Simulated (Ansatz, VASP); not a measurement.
One calculation of Sr, two programs

```
Sr
1.0
     4.13340    0.00000    0.00000
    -2.06670    3.57963    0.00000
     0.00000    0.00000    6.80548
Sr
2
Direct
  0.33333 0.66667 0.25000
  0.66667 0.33333 0.75000
```

Alike in both runs: task single point; functional r2SCAN; k mesh 10 × 10 × 5; occupations fermi-dirac, width 0.1 eV; no spin polarisation.

|  | VASP | Ansatz |
| --- | --- | --- |
| version | VASP 6.6.1 | Ansatz 0.2.0 |
| potentials or method | VASP PAW PBE potentials, release 64 (Sr_sv), cutoff 520 eV | plane waves (500 eV) with PAW, scalar-relativistic |
| valence electrons in the cell | 20 | 20 |

|  | VASP | Ansatz | Ansatz less VASP |
| --- | --- | --- | --- |
| pressure (GPa) | 1.9 | 1.8 | -0.02 |
| traceless stress, the component that is largest in VASP (GPa) | 0.12 | 0.12 | +0.003 |

VASP's potentials were made for PBE, not for r2SCAN.
